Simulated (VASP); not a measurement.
The system is Al2Cu (Khatyrkite).

```
Cu Al
1.0
    -2.97157    2.97157    2.38872
     2.97157   -2.97157    2.38872
     2.97157    2.97157   -2.38872
Cu Al
2 4
Direct
  0.25000 0.25000 0.00000
  0.75000 0.75000 0.00000
  0.34190 0.15810 0.50000
  0.84190 0.34190 0.18380
  0.65810 0.84190 0.50000
  0.15810 0.65810 0.81620
```

Base run:

```yaml
Program: VASP 6.6.1
Functional: r2SCAN
Potentials_or_basis: VASP PAW PBE potentials, release 64 (Cu, Al)
Cutoff: 520 eV
k_mesh: 7 × 7 × 7
Occupations: fermi-dirac, width 0.05 eV
Spin: no spin polarisation
```

Its results: band gap on the k mesh zero (band 17 reaches 10.74 eV, above the bottom of band 18 at 6.79 eV); pressure 2.8 GPa; largest force 0.058 eV/Å.

**Question.** After a change of settings the same cell gave: band gap on the k mesh zero (band 17 reaches 10.52 eV, above the bottom of band 18 at 6.73 eV); pressure 0.1 GPa; largest force 0.066 eV/Å. Which change was it?
A. functional from r2SCAN to PBE; further incar settings from ALGO = Normal; EDIFF = 1e-06; NBANDS = 26 to ALGO = Normal; EDIFF = 1e-07; NBANDS = 26
B. functional from r2SCAN to LDA; potentials or basis from VASP PAW PBE potentials, release 64 (Cu, Al) to VASP PAW LDA potentials, release 64 (Cu, Al)
C. functional from r2SCAN to PBEsol; further incar settings from ALGO = Normal; EDIFF = 1e-06; NBANDS = 26 to ALGO = Normal; EDIFF = 1e-07; NBANDS = 26

**Answer.** B.

Caveats: the PAW data sets were made with another functional, which shifts forces and pressure a little (some runs).
